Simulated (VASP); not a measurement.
A run of VASP 6.6.1 is set up as follows.

POSCAR

```
SnO
1.0
    3.3031148357      0.0000000000      0.0000000000
    0.0000000000      5.7577048997      0.0000000000
    0.0000000000      0.0000000000      4.0008071511
Sn O
2 2
Direct
    0.0000000000      0.2294420330      0.5172649307
    0.5000000000      0.7705579670      0.0172649307
    0.0000000000      0.8935339453      0.7327360693
    0.5000000000      0.1064660547      0.2327360693
```

INCAR.step1

```
PREC = Accurate
ENCUT = 520
ISMEAR = -1
SIGMA = 0.02
LREAL = F
LASPH = T
NELM = 80
NBANDS = 28
GGA = PE
ALGO = Normal
EDIFF = 1E-4
LWAVE = T
LCHARG = F
```

File INCAR.step2:

```
PREC = Accurate
ENCUT = 520
EDIFF = 1E-6
ISMEAR = -1
SIGMA = 0.02
LREAL = F
LASPH = T
NELM = 80
ALGO = Normal
ISIF = 2
LWAVE = F
LCHARG = F
METAGGA = R2SCAN
LMIXTAU = T
LUSE_VDW = T
IVDW_NL = 2
BPARAM = 11.95
CPARAM = 0.0093
NBANDS = 28
ISTART = 1
```

Contents of KPOINTS:

```
regular mesh
0
Gamma
  8 4 6
```

Potentials or basis: VASP PAW PBE potentials, release 64 (Sn_d, O).

Run with:

```sh
$ cat potpaw_PBE.64/Sn_d/POTCAR potpaw_PBE.64/O/POTCAR > POTCAR
$ cp INCAR.step1 INCAR
$ mpirun -np 1 vasp_std > vasp.out
$ cp INCAR.step2 INCAR
$ mpirun -np 1 vasp_std > vasp.out
```

(1) Estimate the band gap on the k mesh.

(2) What does it give for the pressure?

(3) Predict the largest force.

## Answers

(1) 1.68 eV (least direct gap 2.38 eV).

(2) 0.6 GPa.

(3) 0.148 eV/Å.

Caveat: the PAW data sets were made with another functional, which shifts forces and pressure a little; spin-orbit coupling is left out, which moves the levels of the heavy elements.
